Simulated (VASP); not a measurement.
# Mo in VASP: a series of runs

Mo is run at these levels: PBE; tasks: single point.

Program: VASP 6.6.1. These are calculated values, not measurements. Logs are shortened: lines on timing, memory, paths and dates and some standing lists are left out, and cuts for length are marked.

### 1 The cell of the first run

Symmetry: Immm, No. 71, orthorhombic system. The conventional cell has a = 2.902 Å, b = 3.044 Å, c = 3.535 Å, α = 90.00°, β = 90.00°, γ = 90.00°. Mo (site symmetry mmm) has 14 Mo at 2.75 to 3.53 Å within 3.6 Å.

### 2 Single point, PBE

INCAR

```
SYSTEM = Mo
ALGO = Fast ; EDIFF = 1E-6
ENCUT = 520 ; GGA = PE
ISIF = 2 ; ISMEAR = 0
LASPH = .True. ; LCHARG = .False.
LREAL = .False. ; LWAVE = .False.
NBANDS = 13 ; NELM = 80
PREC = Accurate ; SIGMA = 0.15
```

KPOINTS

```
k-points
0
Gamma
  20 20 20
  0 0 0
```

POSCAR

```
Mo
1.0
   -1.4512078360      1.7672546234      1.5222393515
    1.4512078360     -1.7672546234      1.5222393515
    1.4512078360      1.7672546234     -1.5222393515
Mo
1
Direct
    0.0000000000      0.0000000000      0.0000000000
```

Potentials or basis: VASP PAW PBE potentials, release 64 (Mo_sv).

On the command line:

```sh
$ cat potpaw_PBE.64/Mo_sv/POTCAR > POTCAR
$ mpirun -np 1 vasp_std > vasp.out
```

OUTCAR:

```text
SYSTEM = Mo
   EDIFF = 1E-6
   ENCUT = 520
   GGA = PE
   ISIF = 2
   ISMEAR = 0
   LASPH = .True.
   LREAL = .False.
   NELM = 80
   PREC = Accurate

 ion  position               nearest neighbor table
   1  0.000  0.000  0.000-

  LATTYP: Found a body centered orthorhombic cell.
 ALAT       =     2.9024156720
 B/A-ratio  =     1.0489464801
 C/A-ratio  =     1.2177818914

  Lattice vectors:

 A1 = (  -1.4512078360,  -1.7672546234,   1.5222393515)
 A2 = (   1.4512078360,  -1.7672546234,  -1.5222393515)
 A3 = (   1.4512078360,   1.7672546234,   1.5222393515)

Analysis of symmetry for initial positions (statically):
=====================================================================
 Subroutine PRICEL returns:
 Original cell was already a primitive cell.

 Routine SETGRP: Setting up the symmetry group for a
 body centered orthorhombic supercell.

 Subroutine GETGRP returns: Found  8 space group operations
 (whereof  8 operations were pure point group operations)
 out of a pool of  8 trial point group operations.

The static configuration has the point symmetry D_2h.

Analysis of symmetry for dynamics (positions and initial velocities):
=====================================================================
 Subroutine PRICEL returns:
 Original cell was already a primitive cell.

 Routine SETGRP: Setting up the symmetry group for a
 body centered orthorhombic supercell.

 Subroutine GETGRP returns: Found  8 space group operations
 (whereof  8 operations were pure point group operations)
 out of a pool of  8 trial point group operations.

The dynamic configuration has the point symmetry D_2h.

 Subroutine INISYM returns: Found  8 space group operations
 (whereof  8 operations are pure point group operations),
 and found     1 'primitive' translations

----------------------------------------------------------------------------------------

                                     Primitive cell

  volume of cell :      15.6161

  direct lattice vectors                    reciprocal lattice vectors
    -1.451207836  1.767254623  1.522239351     0.000000000  0.282924709  0.328463457
     1.451207836 -1.767254623  1.522239351     0.344540587  0.000000000  0.328463457
     1.451207836  1.767254623 -1.522239351     0.344540587  0.282924709  0.000000000

  length of vectors
     2.747072211  2.747072211  2.747072211     0.433514283  0.476021490  0.445819030

  position of ions in fractional coordinates (direct lattice)
     0.000000000  0.000000000  0.000000000

  ion indices of the primitive-cell ions
   primitive index   ion index
                 1           1

----------------------------------------------------------------------------------------

 KPOINTS: k-points

Automatic generation of k-mesh.
 Grid dimensions read from file:
 generate k-points for:   20   20   20

 Generating k-lattice:

  Cartesian coordinates                     Fractional coordinates (reciprocal lattice)
     0.000000000  0.014146235  0.016423173     0.050000000  0.000000000 -0.000000000
     0.017227029  0.000000000  0.016423173     0.000000000  0.050000000  0.000000000
     0.017227029  0.014146235  0.000000000    -0.000000000  0.000000000  0.050000000

  Length of vectors
     0.021675714  0.023801074  0.022290951

  Shift w.r.t. Gamma in fractional coordinates (k-lattice)
     0.000000000  0.000000000  0.000000000

 Subroutine IBZKPT returns following result:
 ===========================================

 Found   1166 irreducible k-points:

 Following reciprocal coordinates:
            Coordinates               Weight
  0.000000  0.000000  0.000000      1.000000
  0.050000  0.000000 -0.000000      4.000000
  0.100000 -0.000000  0.000000      4.000000
  0.150000 -0.000000  0.000000      4.000000
  0.200000 -0.000000  0.000000      4.000000
  0.250000 -0.000000  0.000000      4.000000
[... 16 lines left out ...]
 -0.450000  0.050000  0.000000      8.000000
 -0.400000  0.050000  0.000000      8.000000
 [... further k-points ...]
   k-points           NKPTS =   1166   k-points in BZ     NKDIM =   1166   number of bands    NBANDS=     13
   number of dos      NEDOS =    301   number of ions     NIONS =      1
   total plane-waves  NPLWV =   8000
   dimension x,y,z NGX =    20 NGY =   20 NGZ =   20
   dimension x,y,z NGXF=    40 NGYF=   40 NGZF=   40
   ions per type =               1
   NGX,Y,Z   is equivalent  to a cutoff of  12.10, 12.10, 12.10 a.u.
   NGXF,Y,Z  is equivalent  to a cutoff of  24.21, 24.21, 24.21 a.u.
 SYSTEM =  Mo
   PREC   = accura    normal or accurate (medium, high low for compatibility)
   ISTART =      0    job   : 0-new  1-cont  2-samecut
   ICHARG =      2    charge: 1-file 2-atom 10-const
   ISPIN  =      1    spin polarized calculation?
   LNONCOLLINEAR =      F non collinear calculations
   LSORBIT =      F    spin-orbit coupling
   LASPH  =      T    aspherical Exc in radial PAW
   ENCUT  =  520.0 eV  38.22 Ry    6.18 a.u.   5.11  5.11  5.11*2*pi/ulx,y,z
   NELM   =     80;   NELMIN=  2; NELMDL= -5     # of ELM steps
   EDIFF  = 0.1E-05   stopping-criterion for ELM
   LREAL  =      F    real-space projection
   EDIFFG = 0.1E-04   stopping-criterion for IOM
   NSW    =      0    number of steps for IOM
   IBRION =     -1    ionic relax: 0-MD 1-quasi-New 2-CG
   NFREE  =      0    steps in history (QN), initial steepest desc. (CG)
   ISIF   =      2    stress and relaxation
   ISYM   =      2    0-nonsym 1-usesym 2-fastsym
   POTIM  = 0.5000    time-step for ionic-motion
   TEBEG  =    0.0;   TEEND  =   0.0 temperature during run
   PSTRESS=    0.0 pullay stress
   NELECT =      14.0000    total number of electrons
   NUPDOWN=      -1.0000    fix difference up-down
   EMIN   =  10.00;   EMAX   =-10.00  energy-range for DOS
   EFERMI =   0.00;   METHOD = LEGACY
   ISMEAR =     0;   SIGMA  =   0.15  broadening in eV -4-tet -1-fermi 0-gaus
   EFERMI_NEDOS =   21; number of points for ismear=-14 and -15
   IALGO  =     68    algorithm
   IMIX   =      4    mixing-type and parameters
     AMIX     =   0.40;   BMIX     =  1.00
     AMIX_MAG =   1.60;   BMIX_MAG =  1.00
  volume/ion in A,a.u.               =      15.62       105.38
  Fermi-wavevector in a.u.,A,eV,Ry     =   1.578557  2.983040 33.903574  2.491842
  Thomas-Fermi vector in A             =   2.679070
   LORBIT       =      0    0 simple, 1 ext, 2 COOP (PROOUT), +10 PAW based schemes
   GGA     = PE    functional components
   LHFCALC =     F    Hartree Fock is set to
   AEXX    =    0.0000 exact exchange contribution
   IVDW    =     0    specifies the selected vdW correction
   LEPSILON=     F    determine dielectric tensor
   LRPA    =     F    only Hartree local field effects (RPA)
 non-spin polarized calculation
 RMM-DIIS sequential band-by-band and
 Gauss-broadening in eV      SIGMA  =   0.15
  energy-cutoff  :      520.00
  volume of cell :       15.62
 maximum number of plane-waves:       434
   NGX = 11   NGY = 11   NGZ = 11

 number of electron      13.9999999 magnetization

 Free energy of the ion-electron system (eV)
  ---------------------------------------------------
  ext. energy  EPLUGINS =         0.00000000
  ---------------------------------------------------
  free energy    TOTEN  =       -10.68886765 eV

  energy without entropy =      -10.67754278  energy(sigma->0) =      -10.68320522

 E-fermi :  12.5146     XC(G=0): -13.3881

 val. band max:       12.5135286463   @ k =   0.4500  -0.4000   0.1500
 cond. band min:      12.5154681396   @ k =  -0.1500   0.1500   0.1500
 fundamental gap:      0.0019394932
 Fermi energy:        12.5145688463

 k-point     1 :       0.0000    0.0000    0.0000
  band No.  band energies     occupation
      1     -48.6172      2.00000
      2     -21.9341      2.00000
      3     -21.8808      2.00000
      4     -21.8471      2.00000
      5       5.3771      2.00000
      6      10.6428      2.00000
      7      11.3304      2.00000
      8      12.6979      0.08391
      9      12.8018      0.00678
     10      15.0160      0.00000
     11      25.8155      0.00000
     12      28.3259      0.00000
     13      29.4035      0.00000

 k-point     2 :       0.0500    0.0000   -0.0000
  band No.  band energies     occupation
      1     -48.6113      2.00000
      2     -21.9592      2.00000
      3     -21.8924      2.00000
      4     -21.8552      2.00000
      5       5.4809      2.00000
      6      10.6467      2.00000
      7      11.3673      2.00000
      8      12.7007      0.07927
      9      12.7521      0.02514
     10      14.9723      0.00000
     11      26.0003      0.00000
     12      28.3610      0.00000
     13      29.5715      0.00000

 k-point     3 :       0.1000   -0.0000    0.0000
  band No.  band energies     occupation
      1     -48.5943      2.00000
      2     -22.0566      2.00000
      3     -21.9007      2.00000
      4     -21.8787      2.00000
      5       5.7798      2.00000
      6      10.6481      2.00000
      7      11.4370      2.00000
      8      12.6372      0.24776
      9      12.7555      0.02309
     10      14.8586      0.00000
     11      26.4975      0.00000
     12      28.3699      0.00000
     13      30.0657      0.00000

 k-point     4 :       0.1500   -0.0000    0.0000
  band No.  band energies     occupation
      1     -48.5678      2.00000
      2     -22.2169      2.00000
      3     -21.9151      2.00000
      4     -21.9028      2.00000
      5       6.2330      2.00000
      6      10.6321      2.00000
      7      11.4367      2.00000
      8      12.5365      0.83607
      9      12.9772      0.00001
     10      14.7175      0.00000
     11      27.0883      0.00000
     12      28.2016      0.00000
     13      30.8589      0.00000

 k-point     5 :       0.2000   -0.0000    0.0000
  band No.  band energies     occupation
      1     -48.5341      2.00000
      2     -22.4174      2.00000
      3     -21.9607      2.00000
      4     -21.9034      2.00000
      5       6.7592      2.00000
      6      10.6291      2.00000
      7      11.3160      2.00000
      8      12.5110      1.02707
      9      13.4277      0.00000
     10      14.6017      0.00000
     11      27.0754      0.00000
     12      28.2407      0.00000
     13      31.9127      0.00000

 k-point     6 :       0.2500   -0.0000    0.0000
  band No.  band energies     occupation
      1     -48.4965      2.00000
      2     -22.6357      2.00000
      3     -22.0108      2.00000
      4     -21.9034      2.00000
      5       7.2243      2.00000
      6      10.7621      2.00000
      7      11.1207      2.00000
      8      12.5511      0.73029
      9      14.0631      0.00000
     10      14.5620      0.00000
     11      26.4039      0.00000
     12      28.2995      0.00000
     13      33.1813      0.00000

 k-point     7 :       0.3000   -0.0000    0.0000
  band No.  band energies     occupation
      1     -48.4586      2.00000
      2     -22.8497      2.00000
      3     -22.0604      2.00000
      4     -21.9032      2.00000
      5       7.4908      2.00000
      6      10.9071      2.00000
      7      11.1704      2.00000
      8      12.6081      0.37774
      9      14.6294      0.00000
     10      14.8108      0.00000
     11      25.6411      0.00000
     12      27.7168      0.00000
     13      34.6526      0.00000
[... 193 lines left out ...]
 k-point    20 :       0.4000    0.0500    0.0000
  band No.  band energies     occupation
      1     -48.3830      2.00000
      2     -23.2372      2.00000
      3     -22.1679      2.00000
      4     -21.9206      2.00000
      5       7.5531      2.00000
      6      10.4703      2.00000
      7      12.2851      1.96951
      8      13.1794      0.00000
      9      15.1808      0.00000
     10      16.7652      0.00000
     11      23.9848      0.00000
     12      25.4928      0.00000
     13      31.9881      0.00000

 k-point    21 :       0.4500    0.0500   -0.0000
  band No.  band energies     occupation
      1     -48.3717      2.00000
      2     -23.2963      2.00000
      3     -22.1845      2.00000
      4     -21.9179      2.00000
      5       7.5091      2.00000
      6      10.4151      2.00000
      7      12.4047      1.69955
      8      13.4450      0.00000
      9      15.2632      0.00000
     10      17.1614      0.00000
     11      23.5611      0.00000
     12      25.2008      0.00000
     13      31.3885      0.00000

 k-point    22 :       0.5000    0.0500    0.0000
  band No.  band energies     occupation
      1     -48.3724      2.00000
      2     -23.2928      2.00000
      3     -22.1854      2.00000
      4     -21.9150      2.00000
      5       7.5125      2.00000
      6      10.4248      2.00000
      7      12.4888      1.19172
      8      13.2859      0.00000
      9      15.2364      0.00000
     10      17.1875      0.00000
     11      23.5972      0.00000
     12      25.2549      0.00000
     13      31.3464      0.00000

 k-point    23 :      -0.4500    0.0500    0.0000
  band No.  band energies     occupation
      1     -48.3850      2.00000
      2     -23.2270      2.00000
      3     -22.1705      2.00000
      4     -21.9123      2.00000
      5       7.5624      2.00000
      6      10.4976      2.00000
      7      12.5315      0.87282
      8      12.7863      0.01040
      9      15.0514      0.00000
     10      16.8375      0.00000
     11      24.0330      0.00000
     12      25.6924      0.00000
     13      31.8821      0.00000

 k-point    24 :      -0.4000    0.0500    0.0000
  band No.  band energies     occupation
      1     -48.4081      2.00000
      2     -23.1044      2.00000
      3     -22.1411      2.00000
      4     -21.9099      2.00000
      5       7.6272      2.00000
      6      10.6271      2.00000
      7      11.9791      2.00000
      8      12.6750      0.13029
      9      14.7679      0.00000
     10      16.2143      0.00000
     11      24.6420      0.00000
     12      26.5208      0.00000
     13      32.9122      0.00000

 [... further k-points ...]
[... 5 lines left out ...]
  --------------------------------------------------------------------------------------
  -------------------------------------------------------------------------------------
  Total        2.0373232     -1.2232200      1.0969257      0.0000000      0.0000000      0.0000000
  in kB      209.0252920   -125.4999303    112.5423864      0.0000000      0.0000000      0.0000000
  external PRESSURE =      65.3559161 kB  Pullay stress =       0.0000000 kB

 VOLUME and BASIS-vectors are now :
 -----------------------------------------------------------------------------
  energy-cutoff  :      520.00
  volume of cell :       15.62
      direct lattice vectors                 reciprocal lattice vectors
    -1.451207836  1.767254623  1.522239351     0.000000000  0.282924709  0.328463457
     1.451207836 -1.767254623  1.522239351     0.344540587  0.000000000  0.328463457
     1.451207836  1.767254623 -1.522239351     0.344540587  0.282924709  0.000000000

 POSITION                                       TOTAL-FORCE (eV/Angst)
 -----------------------------------------------------------------------------------
      0.00000      0.00000      0.00000         0.000000      0.000000      0.000000
 -----------------------------------------------------------------------------------
    total drift:                                0.000000     -0.000000      0.000000

  FREE ENERGIE OF THE ION-ELECTRON SYSTEM (eV)
  ---------------------------------------------------
  free  energy   TOTEN  =       -10.6888676549 eV

  energy  without entropy=      -10.6775427821  energy(sigma->0) =      -10.68320522
```

Wall time 3.3 min (1 thread of Intel Xeon Platinum 8259CL at 2.50GHz (Skylake/Cascade Lake), shared host); peak memory 0.31 GiB.

Results:

```yaml
Free_energy: -10.6889 eV
Pressure: 6.5 GPa
Band_gap_on_the_k_mesh: zero (band 7 reaches 16.31 eV, above the bottom of band 8 at 11.51 eV)
```

Caveat: the cell differs from its parent crystal (strain +e along x and -e along y -0.1000, strain +e along z and -e/2 along x and y -0.0367).

(Part 1 of 3 ends here.)
